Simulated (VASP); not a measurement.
# MgS (I4mm) in VASP: further runs, part 2 of 2

VASP 6.6.1.

### Step 3. Single point, PBE

INCAR

```
SYSTEM = MgS
  PREC = Accurate
  ENCUT = 520
  EDIFF = 1E-6
  ISMEAR = 0
  SIGMA = 0.05
  LREAL = .False.
  LASPH = .True.
  NELM = 60
  ALGO = Normal
  ISIF = 2
  LWAVE = .False.
  LCHARG = .True.
  GGA = PE
  LELF = .True.
  LVHAR = .True.
  NBANDS = 11
```

KPOINTS

```
Automatic mesh
0
Gamma
  8 8 8
  0 0 0
```

POSCAR

```
MgS
1.0
    0.0000000000      2.6016500000      2.6016500000
    2.6016500000      0.0000000000      2.6016500000
    2.6016500000      2.6016500000      0.0000000000
Mg S
1 1
Direct
    0.0000000000      0.0000000000      0.0000000000
    0.4903907136      0.4903907136      0.5096092864
```

Potentials or basis: VASP PAW PBE potentials, release 64 (Mg, S).

The run is started by

```sh
$ cat potpaw_PBE.64/Mg/POTCAR potpaw_PBE.64/S/POTCAR > POTCAR
$ mpirun -np 1 vasp_std > vasp.out
```

OUTCAR:

```text
SYSTEM = MgS
   PREC = Accurate
   ENCUT = 520
   EDIFF = 1E-6
   ISMEAR = 0
   LREAL = .False.
   LASPH = .True.
   NELM = 60
   ISIF = 2
   GGA = PE

 ion  position               nearest neighbor table
   1  0.000  0.000  0.000-   2 2.55   2 2.60   2 2.60   2 2.60   2 2.60   2 2.65
   2  0.490  0.490  0.510-   1 2.55   1 2.60   1 2.60   1 2.60   1 2.60   1 2.65

  LATTYP: Found a face centered cubic cell.
 ALAT       =     5.2033000000

  Lattice vectors:

 A1 = (   0.0000000000,   2.6016500000,   2.6016500000)
 A2 = (   2.6016500000,   0.0000000000,   2.6016500000)
 A3 = (   2.6016500000,   2.6016500000,   0.0000000000)

Analysis of symmetry for initial positions (statically):
=====================================================================
 Subroutine PRICEL returns:
 Original cell was already a primitive cell.

 Routine SETGRP: Setting up the symmetry group for a
 face centered cubic supercell.

 Subroutine GETGRP returns: Found  8 space group operations
 (whereof  8 operations were pure point group operations)
 out of a pool of 48 trial point group operations.

The static configuration has the point symmetry C_4v.

Analysis of symmetry for dynamics (positions and initial velocities):
=====================================================================
 Subroutine PRICEL returns:
 Original cell was already a primitive cell.

 Routine SETGRP: Setting up the symmetry group for a
 face centered cubic supercell.

 Subroutine GETGRP returns: Found  8 space group operations
 (whereof  8 operations were pure point group operations)
 out of a pool of 48 trial point group operations.

The dynamic configuration has the point symmetry C_4v.

 Subroutine INISYM returns: Found  8 space group operations
 (whereof  8 operations are pure point group operations),
 and found     1 'primitive' translations

----------------------------------------------------------------------------------------

                                     Primitive cell

  volume of cell :      35.2190

  direct lattice vectors                    reciprocal lattice vectors
     0.000000000  2.601650000  2.601650000    -0.192185728  0.192185728  0.192185728
     2.601650000  0.000000000  2.601650000     0.192185728 -0.192185728  0.192185728
     2.601650000  2.601650000  0.000000000     0.192185728  0.192185728 -0.192185728

  length of vectors
     3.679288715  3.679288715  3.679288715     0.332875446  0.332875446  0.332875446

  position of ions in fractional coordinates (direct lattice)
     0.000000000  0.000000000  0.000000000
     0.490390714  0.490390714  0.509609286

  ion indices of the primitive-cell ions
   primitive index   ion index
                 1           1
                 2           2

----------------------------------------------------------------------------------------

 KPOINTS: Automatic mesh

Automatic generation of k-mesh.
 Grid dimensions read from file:
 generate k-points for:    8    8    8

 Generating k-lattice:

  Cartesian coordinates                     Fractional coordinates (reciprocal lattice)
    -0.024023216  0.024023216  0.024023216     0.125000000  0.000000000  0.000000000
     0.024023216 -0.024023216  0.024023216     0.000000000  0.125000000  0.000000000
     0.024023216  0.024023216 -0.024023216     0.000000000  0.000000000  0.125000000

  Length of vectors
     0.041609431  0.041609431  0.041609431

  Shift w.r.t. Gamma in fractional coordinates (k-lattice)
     0.000000000  0.000000000  0.000000000

 Subroutine IBZKPT returns following result:
 ===========================================

 Found     59 irreducible k-points:

 Following reciprocal coordinates:
            Coordinates               Weight
  0.000000  0.000000  0.000000      1.000000
  0.125000  0.000000  0.000000      8.000000
  0.250000  0.000000  0.000000      8.000000
  0.375000  0.000000  0.000000      8.000000
  0.500000  0.000000  0.000000      4.000000
  0.125000  0.125000  0.000000      2.000000
[... 16 lines left out ...]
  0.000000  0.375000  0.250000     16.000000
  0.500000  0.250000  0.000000      8.000000
 [... further k-points ...]
   k-points           NKPTS =     59   k-points in BZ     NKDIM =     59   number of bands    NBANDS=     11
   number of dos      NEDOS =    301   number of ions     NIONS =      2
   total plane-waves  NPLWV =  21952
   dimension x,y,z NGX =    28 NGY =   28 NGZ =   28
   dimension x,y,z NGXF=    56 NGYF=   56 NGZF=   56
   ions per type =               1   1
   NGX,Y,Z   is equivalent  to a cutoff of  12.65, 12.65, 12.65 a.u.
   NGXF,Y,Z  is equivalent  to a cutoff of  25.30, 25.30, 25.30 a.u.
 SYSTEM =  MgS
   PREC   = accura    normal or accurate (medium, high low for compatibility)
   ISTART =      0    job   : 0-new  1-cont  2-samecut
   ICHARG =      2    charge: 1-file 2-atom 10-const
   ISPIN  =      1    spin polarized calculation?
   LNONCOLLINEAR =      F non collinear calculations
   LSORBIT =      F    spin-orbit coupling
   LASPH  =      T    aspherical Exc in radial PAW
   ENCUT  =  520.0 eV  38.22 Ry    6.18 a.u.   6.84  6.84  6.84*2*pi/ulx,y,z
   NELM   =     60;   NELMIN=  2; NELMDL= -5     # of ELM steps
   EDIFF  = 0.1E-05   stopping-criterion for ELM
   LREAL  =      F    real-space projection
   EDIFFG = 0.1E-04   stopping-criterion for IOM
   NSW    =      0    number of steps for IOM
   IBRION =     -1    ionic relax: 0-MD 1-quasi-New 2-CG
   NFREE  =      0    steps in history (QN), initial steepest desc. (CG)
   ISIF   =      2    stress and relaxation
   ISYM   =      2    0-nonsym 1-usesym 2-fastsym
   POTIM  = 0.5000    time-step for ionic-motion
   TEBEG  =    0.0;   TEEND  =   0.0 temperature during run
   PSTRESS=    0.0 pullay stress
   NELECT =       8.0000    total number of electrons
   NUPDOWN=      -1.0000    fix difference up-down
   EMIN   =  10.00;   EMAX   =-10.00  energy-range for DOS
   EFERMI =   0.00;   METHOD = LEGACY
   ISMEAR =     0;   SIGMA  =   0.05  broadening in eV -4-tet -1-fermi 0-gaus
   EFERMI_NEDOS =   21; number of points for ismear=-14 and -15
   IALGO  =     38    algorithm
   IMIX   =      4    mixing-type and parameters
     AMIX     =   0.40;   BMIX     =  1.00
     AMIX_MAG =   1.60;   BMIX_MAG =  1.00
  volume/ion in A,a.u.               =      17.61       118.83
  Fermi-wavevector in a.u.,A,eV,Ry     =   0.998878  1.887606 13.575323  0.997758
  Thomas-Fermi vector in A             =   2.131131
   LORBIT       =      0    0 simple, 1 ext, 2 COOP (PROOUT), +10 PAW based schemes
   GGA     = PE    functional components
   LHFCALC =     F    Hartree Fock is set to
   AEXX    =    0.0000 exact exchange contribution
   IVDW    =     0    specifies the selected vdW correction
   LEPSILON=     F    determine dielectric tensor
   LRPA    =     F    only Hartree local field effects (RPA)
 non-spin polarized calculation
 Gauss-broadening in eV      SIGMA  =   0.05
  energy-cutoff  :      520.00
  volume of cell :       35.22
 maximum number of plane-waves:       960
   NGX = 13   NGY = 13   NGZ = 13

 number of electron       8.0000001 magnetization

 Free energy of the ion-electron system (eV)
  ---------------------------------------------------
  ext. energy  EPLUGINS =         0.00000000
  ---------------------------------------------------
  free energy    TOTEN  =        -8.49836329 eV

  energy without entropy =       -8.49836329  energy(sigma->0) =       -8.49836329

 E-fermi :   4.0011     XC(G=0):  -9.6876

 val. band max:        3.7247953231   @ k =   0.0000   0.0000   0.0000
 cond. band min:       6.5008302617   @ k =   0.0000   0.5000   0.5000
 fundamental gap:      2.7760349385
 Fermi energy:         4.0010737964

 k-point     1 :       0.0000    0.0000    0.0000
  band No.  band energies     occupation
      1      -8.9424      2.00000
      2       3.7206      2.00000
      3       3.7248      2.00000
      4       3.7248      2.00000
      5       7.4343      0.00000
      6      11.6784      0.00000
      7      11.6784      0.00000
      8      11.6826      0.00000
      9      14.0765      0.00000
     10      14.0833      0.00000
     11      16.2582      0.00000
[... 309 lines left out ...]
 k-point    24 :       0.5000    0.2500    0.0000
  band No.  band energies     occupation
      1      -7.4729      2.00000
      2      -0.3145      2.00000
      3       1.5204      2.00000
      4       2.5220      2.00000
      5       8.1323      0.00000
      6      10.4715      0.00000
      7      12.5362      0.00000
      8      12.7042      0.00000
      9      16.3718      0.00000
     10      18.2931      0.00000
     11      19.3016      0.00000

 [... further k-points ...]

------------------------ aborting loop because EDIFF is reached ----------------------------------------

  FORCE on cell =-STRESS in cart. coord.  units (eV):
  Direction    XX          YY          ZZ          XY          YZ          ZX
  --------------------------------------------------------------------------------------
  -------------------------------------------------------------------------------------
  Total        0.1846411      0.1846411      0.2530683      0.0000000      0.0000000      0.0000000
  in kB        8.3996717      8.3996717     11.5125547      0.0000000      0.0000000      0.0000000
  external PRESSURE =       9.4372994 kB  Pullay stress =       0.0000000 kB

 VOLUME and BASIS-vectors are now :
 -----------------------------------------------------------------------------
  energy-cutoff  :      520.00
  volume of cell :       35.22
      direct lattice vectors                 reciprocal lattice vectors
     0.000000000  2.601650000  2.601650000    -0.192185728  0.192185728  0.192185728
     2.601650000  0.000000000  2.601650000     0.192185728 -0.192185728  0.192185728
     2.601650000  2.601650000  0.000000000     0.192185728  0.192185728 -0.192185728

 POSITION                                       TOTAL-FORCE (eV/Angst)
 -----------------------------------------------------------------------------------
      0.00000      0.00000      0.00000         0.000000      0.000000     -0.141761
      2.60165      2.60165      2.55165         0.000000      0.000000      0.141761
 -----------------------------------------------------------------------------------
    total drift:                               -0.000000     -0.000000     -0.000092

  FREE ENERGIE OF THE ION-ELECTRON SYSTEM (eV)
  ---------------------------------------------------
  free  energy   TOTEN  =        -8.4983632896 eV

  energy  without entropy=       -8.4983632896  energy(sigma->0) =       -8.49836329
```

OSZICAR:

```text
N       E                     dE             d eps       ncg     rms          rms(c)
DAV:   1     0.208572194950E+02    0.20857E+02   -0.35962E+03  1338   0.592E+02
DAV:   2    -0.757071209864E+01   -0.28428E+02   -0.26992E+02  1631   0.999E+01
DAV:   3    -0.889676687091E+01   -0.13261E+01   -0.13242E+01  1619   0.227E+01
DAV:   4    -0.890486721726E+01   -0.81003E-02   -0.80998E-02  1538   0.209E+00
DAV:   5    -0.890493945080E+01   -0.72234E-04   -0.72233E-04  1614   0.195E-01    0.442E+00
DAV:   6    -0.853876582391E+01    0.36617E+00   -0.79032E-01  1484   0.350E+00    0.345E+00
DAV:   7    -0.849855799998E+01    0.40208E-01   -0.21938E-01  1564   0.203E+00    0.228E+00
DAV:   8    -0.849864992164E+01   -0.91922E-04   -0.14964E-02  1427   0.741E-01    0.101E+00
DAV:   9    -0.849835029742E+01    0.29962E-03   -0.82331E-04  1566   0.165E-01    0.348E-01
DAV:  10    -0.849836754341E+01   -0.17246E-04   -0.23725E-04  1503   0.709E-02    0.506E-02
DAV:  11    -0.849836334489E+01    0.41985E-05   -0.22742E-05  1559   0.207E-02    0.183E-02
DAV:  12    -0.849836328956E+01    0.55330E-07   -0.73839E-07  1000   0.541E-03
   1 F= -.84983633E+01 E0= -.84983633E+01  d E =-.723989E-17
```

stdout:

```text
POSCAR found type information on POSCAR MgS
 POSCAR found :  2 types and       2 ions
 scaLAPACK will be used
 LDA part: xc-table for (Slater+PW92), standard interpolation
 POSCAR, INCAR and KPOINTS ok, starting setup
 FFT: planning ... GRIDC
 FFT: planning ... GRID_SOFT
 FFT: planning ... GRID
 WAVECAR not read
 entering main loop
```

Wall time 12 s (1 thread of Intel Xeon 6975P-C (Granite Rapids), shared host); peak memory 0.17 GiB.

What came out:

```yaml
Free_energy: -8.4984 eV
Pressure: 0.9 GPa
Largest_force: 0.142 eV/Å
Band_gap_on_the_k_mesh: 2.78 eV, indirect (least direct gap 3.71 eV)
```

Forces on the atoms (eV/Å):
```
Mg   0.000  0.000 -0.142
S    0.000  0.000  0.142
```

Caveat: the cell differs from its parent crystal (all S atoms moved +0.050 Å, as atom 2 towards its neighbour atom 1 (Mg) at 2.602 Å). A k mesh can miss the band edges.

### Step 4. Single point, PBE

INCAR

```
SYSTEM = MgS
PREC = Accurate
ENCUT = 520
EDIFF = 1E-7
ISMEAR = 0
SIGMA = 0.05
LREAL = .False.
LASPH = .True.
NELM = 80
ALGO = Normal
ISIF = 2
LWAVE = .False.
LCHARG = .False.
GGA = PE
NBANDS = 11
```

KPOINTS is that of step 3.

Edit POSCAR of step 3 so:

```diff
@@ -9,2 +9,2 @@
     0.0000000000      0.0000000000      0.0000000000
-    0.4903907136      0.4903907136      0.5096092864
+    0.4759767840      0.4759767840      0.5240232160
```

The run is started by

```sh
$ cat potpaw_PBE.64/Mg/POTCAR potpaw_PBE.64/S/POTCAR > POTCAR
$ mpirun -np 1 vasp_std > vasp.out
```

It took 12 s on 1 thread of Intel Xeon 6975P-C (Granite Rapids), shared host; peak memory 0.16 GiB.

The run converged. Its results:

```yaml
Free_energy: -8.4790 eV
Pressure: 1.4 GPa
Largest_force: 0.383 eV/Å
Band_gap_on_the_k_mesh: 2.78 eV, indirect (least direct gap 3.71 eV)
```

Forces on the atoms (eV/Å):
```
Mg   0.000  0.000 -0.383
S    0.000  0.000  0.383
```

Stress tensor (GPa, compression positive):
```
0.74 0.00 0.00
0.00 0.74 0.00
0.00 0.00 2.70
```

Levels at points of the mesh, in eV from the valence-band top:
| k point | band 2 | band 3 | band 4 | band 5 | band 6 | band 7 |
| --- | --- | --- | --- | --- | --- | --- |
| (0.00, 0.00, 0.00) | -0.03 | 0.00 | 0.00 | 3.71 | 7.95 | 7.95 |
| (0.50, 0.00, 0.00) | -4.83 | -0.60 | -0.59 | 4.55 | 6.91 | 6.93 |
| (0.50, 0.50, 0.00) | -4.20 | -1.68 | -1.68 | 2.78 | 4.40 | 11.98 |
| (0.00, 0.50, 0.50) | -4.19 | -1.69 | -1.68 | 2.78 | 4.39 | 12.01 |

Caveat: the cell differs from its parent crystal (all S atoms moved +0.125 Å, as atom 2 towards its neighbour atom 1 (Mg) at 2.602 Å). A k mesh can miss the band edges.
